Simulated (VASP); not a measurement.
Zn2CdSe3: single point with PBE

Crystal: Zn2CdSe3.

```xyz
6
Lattice="4.6880 0.0000 0.0000 -2.3440 4.0599 0.0000 0.0000 0.0000 10.2623" Properties=species:S:1:pos:R:3 pbc="T T T"
Zn    0.0000    2.7066    5.1312
Zn    2.3440    1.3533    5.1312
Cd    0.0000    0.0000    5.1312
Se    0.0000    0.0000    7.8833
Se    0.0000    0.0000    2.3791
Se    0.0000    0.0000    0.0000
```

The cell was generated, and may not be a known phase.

- Program: VASP 6.6.1
- Task: single point
- Functional: PBE
- Potentials or basis: VASP PAW PBE potentials, release 64 (Zn, Cd, Se)
- Cutoff: 520 eV
- k mesh: 12 × 12 × 4
- Occupations: gaussian, width 0.1 eV
- Spin: no spin polarisation

```
Pressure               : 0.1 GPa
Largest force          : 0.007 eV/Å
Band gap on the k mesh : zero (bands 27 and 28 overlap by 0.95 eV)
```

Forces on the atoms (eV/Å):
```
Zn   0.000  0.000  0.000
Zn   0.000  0.000  0.000
Cd   0.000  0.000  0.000
Se   0.000  0.000  0.007
Se   0.000  0.000 -0.007
Se   0.000  0.000  0.000
```

Levels at points of the mesh, in eV from the Fermi level:
| k point | band 23 | band 24 | band 25 | band 26 | band 27 | band 28 | band 29 | band 30 | band 31 | band 32 |
| --- | --- | --- | --- | --- | --- | --- | --- | --- | --- | --- |
| (0.00, 0.00, 0.00) | -0.86 | -0.86 | -0.19 | 0.25 | 0.25 | 0.60 | 2.55 | 2.73 | 2.73 | 3.12 |
| (0.50, 0.00, 0.00) | -2.44 | -1.95 | -1.07 | -0.88 | -0.15 | -0.02 | 0.85 | 2.30 | 2.47 | 3.05 |
| (0.00, 0.00, 0.50) | -1.98 | -1.03 | -1.03 | 0.49 | 0.49 | 1.94 | 2.55 | 2.73 | 2.73 | 2.88 |
| (0.50, 0.00, 0.50) | -2.33 | -1.65 | -1.44 | -1.40 | -0.55 | 0.08 | 0.30 | 1.24 | 3.45 | 3.69 |

Wall time 8.6 min on 1 thread of Intel Xeon 8259CL, on a shared host, peak memory 0.57 GiB.
